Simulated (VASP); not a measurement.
Set up this calculation in VASP 6.6.1, as the native input.

| Item | Value |
| --- | --- |
| Task | single point |
| Functional | r2SCAN |
| Potentials or basis | VASP PAW PBE potentials, release 64 (Ba_sv, Ti_sv, O) |
| Cutoff | 520 eV |
| k mesh | 8 × 8 × 8 |
| Occupations | gaussian, width 0.05 eV |
| Spin | no spin polarisation |
| Dipole correction | no |
| Further INCAR settings | ALGO = Normal; EDIFF = 1e-06; NBANDS = 28 |

The system is BaTiO3.

```
Ba Ti O
1.0
     4.09149    0.00000    0.00000
     0.00000    4.09149    0.00000
     0.00000    0.00000    4.11238
Ba Ti O
1 1 3
Direct
  0.00000 0.00000 0.99261
  0.50000 0.50000 0.47453
  0.50000 0.50000 0.03157
  0.50000 0.00000 0.51464
  0.00000 0.50000 0.51464
```

This cell differs from its parent crystal: strain +0.030 along x and y, +0.000 along z.

These files were run (other wordings do the same):

POSCAR

```
BaTiO3
1.0
    4.0914863015      0.0000000000      0.0000000000
    0.0000000000      4.0914863015      0.0000000000
    0.0000000000      0.0000000000      4.1123825679
Ba Ti O
1 1 3
Direct
    0.0000000000      0.0000000000      0.9926109041
    0.5000000000      0.5000000000      0.4745255187
    0.5000000000      0.5000000000      0.0315737051
    0.5000000000      0.0000000000      0.5146449361
    0.0000000000      0.5000000000      0.5146449361
```

INCAR.step1

```
PREC = Accurate ; ENCUT = 520
ISMEAR = 0 ; SIGMA = 0.05
LREAL = False ; LASPH = True
NELM = 100 ; NBANDS = 28
GGA = PE ; ALGO = Normal
EDIFF = 1E-4 ; LWAVE = True
LCHARG = False
```

INCAR.step2

```
PREC = Accurate ; ENCUT = 520
EDIFF = 1E-6 ; ISMEAR = 0
SIGMA = 0.05 ; LREAL = False
LASPH = True ; NELM = 100
ALGO = Normal ; ISIF = 2
LWAVE = False ; LCHARG = False
METAGGA = R2SCAN ; LMIXTAU = True
NBANDS = 28 ; ISTART = 1
```

KPOINTS

```
regular mesh
0
Gamma
  8 8 8
```

Potentials or basis: VASP PAW PBE potentials, release 64 (Ba_sv, Ti_sv, O).

Run with:

```bash
$ cat potpaw_PBE.64/Ba_sv/POTCAR potpaw_PBE.64/Ti_sv/POTCAR potpaw_PBE.64/O/POTCAR > POTCAR
$ cp INCAR.step1 INCAR
$ mpirun -np 1 vasp_std > vasp.out
$ cp INCAR.step2 INCAR
$ mpirun -np 1 vasp_std > vasp.out
```

It gave:

```yaml
Pressure: -7.3 GPa
Largest_force: 0.084 eV/Å
Band_gap_on_the_k_mesh: 2.07 eV (least direct gap 2.54 eV)
```

Caveat: the cell differs from its parent crystal (strain +0.030 along x and y, +0.000 along z); the stress differs along the axes, from -9 to -4 GPa; the PAW data sets were made with another functional, which shifts forces and pressure a little; spin-orbit coupling is left out, which moves the levels of the heavy elements.

Wall time 6.1 min on 1 thread of Intel(R) Xeon(R) 6975P-C (Granite Rapids), on a shared host, peak memory 0.28 GiB.
